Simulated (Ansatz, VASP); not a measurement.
## TaN: VASP beside Ansatz

Contents of INCAR:

```
SYSTEM = TaN
PREC = Accurate
ENCUT = 520
EDIFF = 1E-6
ISMEAR = 0
SIGMA = 0.15
LREAL = .FALSE.
LASPH = .TRUE.
NELM = 60
ALGO = Normal
ISIF = 2
LWAVE = .FALSE.
LCHARG = .TRUE.
GGA = PS
LELF = .TRUE.
LVHAR = .TRUE.
NBANDS = 24
```

The input KPOINTS:

```
regular mesh
0
G
  18 18 8
  0 0 0
```

The input POSCAR:

```
TaN
1.0
    3.2061367218      0.0000000000      0.0000000000
   -1.6030683609      2.7765958491      0.0000000000
    0.0000000000      0.0000000000      5.5087841154
Ta N
2 2
Direct
    0.3333333333      0.6666666667      0.0301041378
    0.6666666667      0.3333333333      0.5301041378
    0.3333333333      0.6666666667      0.3548958622
    0.6666666667      0.3333333333      0.8548958622
```

Input for Ansatz:

```yaml
crystal:
  lattice:
    - [3.2061367218, 0.0, 0.0]
    - [-1.6030683609, 2.7765958491, 0.0]
    - [0.0, 0.0, 5.5087841154]
  atoms:
    - { symbol: Ta, position: [0.3333333333, 0.6666666667, 0.0301041378] }
    - { symbol: Ta, position: [0.6666666667, 0.3333333333, 0.5301041378] }
    - { symbol: "N", position: [0.3333333333, 0.6666666667, 0.3548958622] }
    - { symbol: "N", position: [0.6666666667, 0.3333333333, 0.8548958622] }
basis:
  ecutwfc: 520.0
kpoints:
  mp_grid: { grid: [18, 18, 8] }
hamiltonian:
  xc: pbesol
  pseudopotentials: { kind: paw, azcp: { folder: soft_1 } }
scf:
  occupations: { method: gaussian, width: 0.15 }
output:
  forces: true
  stress: true
  eigenvalues: true
```

Alike in both runs: task single point; functional PBEsol; k mesh 18 × 18 × 8; occupations gaussian, width 0.15 eV; no spin polarisation.

|  | VASP | Ansatz |
| --- | --- | --- |
| version | VASP 6.6.1 | Ansatz 0.2.0 |
| potentials or method | VASP PAW PBE potentials, release 64 (Ta_pv, N), cutoff 520 eV | scalar-relativistic, plane waves, PAW |
| valence electrons in the cell | 32 | 36 |

```tsv
	VASP	Ansatz	Ansatz less VASP
gap on the k mesh at the Fermi level (eV)	none	none	-
pressure (GPa)	27.1	25.7	-1.39
traceless stress, the component that is largest in VASP (GPa)	48.84	47.31	-1.524
rms of the force components (eV/Å)	2.545	2.449	-0.0964
```

VASP's potentials were made for PBE, not for PBEsol, and Ansatz warns of the same on its side. Atom by atom the forces differ by 0.096 eV/Å (rms over components). A gap of «none» marks a metal or a gap that the smearing closes. VASP's potentials hold 32 valence electrons a cell and Ansatz's 36, so a difference there can come from the potentials and not from the codes.

Spin-orbit coupling is off throughout.
